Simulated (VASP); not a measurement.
Wanted: the native input for a VASP 6.6.1 run.

| Property | Result |
| --- | --- |
| Task | relaxation of cell and atoms |
| Functional | PBE |
| Potentials or basis | VASP PAW PBE potentials, release 64 (Rb_sv, H, Pt) |
| Cutoff | 600 eV |
| k mesh | 6 × 6 × 4 |
| Occupations | gaussian, width 0.1 eV |
| Spin | no spin polarisation |
| Dipole correction | no |
| Further INCAR settings | ALGO = Normal; EDIFF = 1e-06; IBRION = 2; EDIFFG = -0.04; NSW = 90; ISIF = 3 |

The structure of RbH6Pt lies in POSCAR:

```
RbH6Pt
1.0
    4.5337683500      0.0000000000      0.0000000000
   -2.2668841800      3.9263585700      0.0000000000
    0.0000000000      0.0000000000      5.3713102600
Rb H Pt
1 6 1
Direct
    0.0000000000      0.0000000000      0.0000000000
    0.5821506100      0.4178493900      0.0000000000
    0.5821506100      0.1643012200      0.0000000000
    0.8356987800      0.4178493900      0.0000000000
    0.4178493900      0.5821506100      0.0000000000
    0.4178493900      0.8356987800      0.0000000000
    0.1643012200      0.5821506100      0.0000000000
    0.0000000000      0.0000000000      0.5000000000
```

The cell was generated, and may not be a known phase.

One way to write it, as run:

INCAR

```
SYSTEM = RbH6Pt
PREC = Accurate
ENCUT = 600
EDIFF = 1E-6
ISMEAR = 0
SIGMA = 0.1
LREAL = .FALSE.
LASPH = .TRUE.
NELM = 100
ALGO = Normal
ISIF = 3
LWAVE = .FALSE.
LCHARG = .FALSE.
GGA = PE
IBRION = 2
NSW = 90
EDIFFG = -0.04
```

KPOINTS

```
Automatic mesh
0
G
  6 6 4
  0 0 0
```

Potentials or basis: VASP PAW PBE potentials, release 64 (Rb_sv, H, Pt).

The run is started by

```console
$ cat potpaw_PBE.64/Rb_sv/POTCAR potpaw_PBE.64/H/POTCAR potpaw_PBE.64/Pt/POTCAR > POTCAR
$ mpirun -np 1 vasp_std > vasp.out
```

It gave:

```
Relaxed volume                        : 24.18 Å³/atom
Relaxed cell                          : a = 6.220 Å, b = 6.220 Å, c = 5.775 Å, α = 90.00°, β = 90.00°, γ = 120.00°
Space group after relaxing (to 0.1 Å) : P6/mmm (No. 191)
Energy gained by relaxing             : 701.9 meV/atom
Ionic steps                           : 18
Pressure after relaxing               : 0.1 GPa
Largest force after relaxing          : 0.016 eV/Å
Band gap on the k mesh                : zero (an odd number of electrons rules out a gap without spin polarisation)
```

Caveat: the volume moved by over 15 % at a fixed basis, so the end points are rough; spin-orbit coupling is left out, which moves the levels of the heavy elements; an odd number of electrons without spin polarisation forces a metal; a magnetic or distorted state may lie lower.

Wall time 15 min on 1 thread of Oxide Virtual Turin-like Processor (shared host), peak memory 0.24 GiB.
